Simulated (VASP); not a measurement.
# SrHfSn3 (R-3c) in VASP: single point with PBE

Aim: the single point of SrHfSn3 with PBE.

Everything below comes from runs of VASP 6.6.1. Logs are shortened: lines on timing, memory, paths and dates and some standing lists are left out, and cuts for length are marked.

### Step 1. The cell of the first run

It takes space group R-3c (No. 167, trigonal). The conventional cell has a = 6.639 Å, b = 6.639 Å, c = 16.227 Å, α = 90.00°, β = 90.00°, γ = 120.00°. Sr (site symmetry 32) has 12 Sn at 3.15 to 3.49 Å and 8 Hf at 4.06 Å within 4.1 Å. Hf (site symmetry -3) has 6 Sn at 2.35 Å within 3.1 Å. Sn (site symmetry 2) has 2 Hf at 2.35 Å and 4 Sr at 3.15 to 3.49 Å and 8 Sn at 3.32 to 3.33 Å within 3.5 Å.

### Step 2. Single point, PBE

INCAR reads:

```
PREC = Accurate
ENCUT = 520
EDIFF = 1E-6
ISMEAR = 0
SIGMA = 0.1
LREAL = F
LASPH = T
NELM = 80
ALGO = Fast
ISIF = 2
LWAVE = F
LCHARG = T
GGA = PE
LELF = T
LVHAR = T
NBANDS = 73
```

KPOINTS reads:

```
regular mesh
0
Gamma
  3 3 3
```

POSCAR reads:

```
SrHfSn3
1.0
    3.3196300145      1.9165892825      5.4088498993
   -3.3196300145      1.9165892825      5.4088498993
    0.0000000000     -3.8331785650      5.4088498993
Sr Hf Sn
2 2 6
Direct
    0.7500000000      0.7500000000      0.7500000000
    0.2500000000      0.2500000000      0.2500000000
    0.5000000000      0.5000000000      0.5000000000
    0.0000000000      0.0000000000      0.0000000000
    0.2250000000      0.2750000000      0.7500000000
    0.2750000000      0.7500000000      0.2250000000
    0.7750000000      0.7250000000      0.2500000000
    0.2500000000      0.7750000000      0.7250000000
    0.7250000000      0.2500000000      0.7750000000
    0.7500000000      0.2250000000      0.2750000000
```

Potentials or basis: VASP PAW PBE potentials, release 64 (Sr_sv, Hf_pv, Sn_d).

On the command line:

```bash
cat potpaw_PBE.64/Sr_sv/POTCAR potpaw_PBE.64/Hf_pv/POTCAR potpaw_PBE.64/Sn_d/POTCAR > POTCAR
mpirun -np 1 vasp_std > vasp.out
```

OUTCAR:

```text
PREC = Accurate
   ENCUT = 520
   EDIFF = 1E-6
   ISMEAR = 0
   LREAL = F
   LASPH = T
   NELM = 80
   ISIF = 2
   GGA = PE

 ion  position               nearest neighbor table
   1  0.750  0.750  0.750-   5 3.15   6 3.15  10 3.15   9 3.32   8 3.32   9 3.32   8 3.32   7 3.32
                             7 3.32   5 3.49  10 3.49   6 3.49   4 4.06   3 4.06   3 4.06   3 4.06
   2  0.250  0.250  0.250-   7 3.15   8 3.15   9 3.15  10 3.32   6 3.32   6 3.32  10 3.32   5 3.32
                             5 3.32   7 3.49   9 3.49   8 3.49   3 4.06   4 4.06   4 4.06   4 4.06
   3  0.500  0.500  0.500-   8 2.35  10 2.35   9 2.35   6 2.35   7 2.35   5 2.35   1 4.06   2 4.06
                             2 4.06   2 4.06   1 4.06   1 4.06   2 4.06   1 4.06
   4  0.000  0.000  0.000-   6 2.35   9 2.35   8 2.35  10 2.35   7 2.35   5 2.35   1 4.06   2 4.06
                             1 4.06   1 4.06   2 4.06   2 4.06   1 4.06   2 4.06
   5  0.225  0.275  0.750-   3 2.35   4 2.35   1 3.15   9 3.32   8 3.32   8 3.32   9 3.32   2 3.32
                             2 3.32  10 3.33   6 3.33   6 3.33  10 3.33   1 3.49
   6  0.275  0.750  0.225-   4 2.35   3 2.35   1 3.15   2 3.32   7 3.32   2 3.32   7 3.32   8 3.32
                             8 3.32  10 3.33  10 3.33   5 3.33   5 3.33   1 3.49
   7  0.775  0.725  0.250-   3 2.35   4 2.35   2 3.15  10 3.32   6 3.32  10 3.32   6 3.32   1 3.32
                             1 3.32   9 3.33   8 3.33   8 3.33   9 3.33   2 3.49
   8  0.250  0.775  0.725-   3 2.35   4 2.35   2 3.15   1 3.32   5 3.32   5 3.32   1 3.32   6 3.32
                             6 3.32   9 3.33   9 3.33   7 3.33   7 3.33   2 3.49
   9  0.725  0.250  0.775-   4 2.35   3 2.35   2 3.15   1 3.32   5 3.32   1 3.32   5 3.32  10 3.32
                            10 3.32   8 3.33   8 3.33   7 3.33   7 3.33   2 3.49
  10  0.750  0.225  0.275-   3 2.35   4 2.35   1 3.15   7 3.32   2 3.32   2 3.32   7 3.32   9 3.32
                             9 3.32   6 3.33   6 3.33   5 3.33   5 3.33   1 3.49

  LATTYP: Found a trigonal (rhomboedric) cell.
 ALAT       =     6.6293977965
 COS(alpha) =     0.4985112421

  Lattice vectors:

 A1 = (   3.3196300145,   1.9165892825,   5.4088498993)
 A2 = (  -3.3196300145,   1.9165892825,   5.4088498993)
 A3 = (   0.0000000000,  -3.8331785650,   5.4088498993)

Analysis of symmetry for initial positions (statically):
=====================================================================
 Subroutine PRICEL returns:
 Original cell was already a primitive cell.

 Routine SETGRP: Setting up the symmetry group for a
 trigonal (rhombohedral) supercell.

 Subroutine GETGRP returns: Found 12 space group operations
 (whereof  6 operations were pure point group operations)
 out of a pool of 12 trial point group operations.

The static configuration has the point symmetry S_6 .
 The point group associated with its full space group is D_3d.

Analysis of symmetry for dynamics (positions and initial velocities):
=====================================================================
 Subroutine PRICEL returns:
[... 127 lines left out ...]
     AMIX_MAG =   1.60;   BMIX_MAG =  1.00
  volume/ion in A,a.u.               =      20.65       139.34
  Fermi-wavevector in a.u.,A,eV,Ry     =   1.381202  2.610093 25.956079  1.907718
  Thomas-Fermi vector in A             =   2.506008
   LORBIT       =      0    0 simple, 1 ext, 2 COOP (PROOUT), +10 PAW based schemes
   GGA     = PE    functional components
   LHFCALC =     F    Hartree Fock is set to
   AEXX    =    0.0000 exact exchange contribution
   IVDW    =     0    specifies the selected vdW correction
   LEPSILON=     F    determine dielectric tensor
   LRPA    =     F    only Hartree local field effects (RPA)
 non-spin polarized calculation
 RMM-DIIS sequential band-by-band and
 Gauss-broadening in eV      SIGMA  =   0.10
  energy-cutoff  :      520.00
  volume of cell :      206.48
 maximum number of plane-waves:      5595
 NGX is ok and might be reduce to    50
   NGX = 25   NGY = 25   NGZ = 25

 number of electron     124.0000000 magnetization

 Free energy of the ion-electron system (eV)
  ---------------------------------------------------
  ext. energy  EPLUGINS =         0.00000000
  ---------------------------------------------------
  free energy    TOTEN  =       -31.45631844 eV

  energy without entropy =      -31.41901485  energy(sigma->0) =      -31.43766665

 E-fermi :   9.4896     XC(G=0): -11.3516

 val. band max:        9.4794787036   @ k =   0.0000   0.0000   0.0000
 cond. band min:       9.5184588303   @ k =  -0.3333   0.3333   0.0000
 fundamental gap:      0.0389801267
 Fermi energy:         9.4896421822

 k-point     1 :       0.0000    0.0000    0.0000
  band No.  band energies     occupation
      1     -26.2933      2.00000
      2     -26.2878      2.00000
      3     -20.8321      2.00000
      4     -20.8321      2.00000
      5     -20.8120      2.00000
      6     -20.5418      2.00000
[... 445 lines left out ...]
     72      12.9040      0.00000
     73      12.9537      0.00000

------------------------ aborting loop because EDIFF is reached ----------------------------------------

  FORCE on cell =-STRESS in cart. coord.  units (eV):
  Direction    XX          YY          ZZ          XY          YZ          ZX
  --------------------------------------------------------------------------------------
  -------------------------------------------------------------------------------------
  Total       75.8718809     75.8718809     74.5826761      0.0000000      0.0000000     -0.0000000
  in kB      588.7304721    588.7304721    578.7268431      0.0000000      0.0000000     -0.0000000
  external PRESSURE =     585.3959291 kB  Pullay stress =       0.0000000 kB

 VOLUME and BASIS-vectors are now :
 -----------------------------------------------------------------------------
  energy-cutoff  :      520.00
  volume of cell :      206.48
      direct lattice vectors                 reciprocal lattice vectors
     3.319630014  1.916589282  5.408849899     0.150619195  0.086960033  0.061627396
    -3.319630014  1.916589282  5.408849899    -0.150619195  0.086960033  0.061627396
     0.000000000 -3.833178565  5.408849899     0.000000000 -0.173920065  0.061627396

 POSITION                                       TOTAL-FORCE (eV/Angst)
 -----------------------------------------------------------------------------------
      0.00000      0.00000     12.16991        -0.000000      0.000000     -0.000000
      0.00000      0.00000      4.05664        -0.000000     -0.000000     -0.000000
      0.00000      0.00000      8.11327        -0.000000     -0.000000     -0.000000
      0.00000      0.00000      0.00000        -0.000000     -0.000000     -0.000000
     -0.16598     -1.91659      6.76106        -0.333241      0.000000      0.000000
     -1.57682      1.10204      6.76106         0.166621      0.288595     -0.000000
      0.16598      1.91659      9.46549         0.333241     -0.000000      0.000000
     -1.74281     -0.81455      9.46549        -0.166621      0.288595     -0.000000
      1.57682     -1.10204      9.46549        -0.166621     -0.288595     -0.000000
      1.74281      0.81455      6.76106         0.166621     -0.288595     -0.000000
 -----------------------------------------------------------------------------------
    total drift:                               -0.000000      0.000000      0.000000

  FREE ENERGIE OF THE ION-ELECTRON SYSTEM (eV)
  ---------------------------------------------------
  free  energy   TOTEN  =       -31.4563184402 eV

  energy  without entropy=      -31.4190148527  energy(sigma->0) =      -31.43766665
```

Run time: 19 min. Hardware: 1 thread of Oxide Virtual Turin-like, shared host; peak memory 0.37 GiB.

Results:

- Free energy: -31.4563 eV
- Pressure: 58.5 GPa
- Largest force: 0.333 eV/Å
- Band gap on the k mesh: zero (bands 62 and 63 overlap by 0.03 eV)

Forces in eV/Å, atoms in the order of the input:
```
Sr   0.000  0.000  0.000
Sr   0.000  0.000  0.000
Hf   0.000  0.000  0.000
Hf   0.000  0.000  0.000
Sn  -0.333  0.000  0.000
Sn   0.167  0.289  0.000
Sn   0.333  0.000  0.000
Sn  -0.167  0.289  0.000
Sn  -0.167 -0.289  0.000
Sn   0.167 -0.289  0.000
```

Caveat: the k points lie up to 0.39 Å⁻¹ apart; spin-orbit coupling is left out, which moves the levels of the heavy elements.
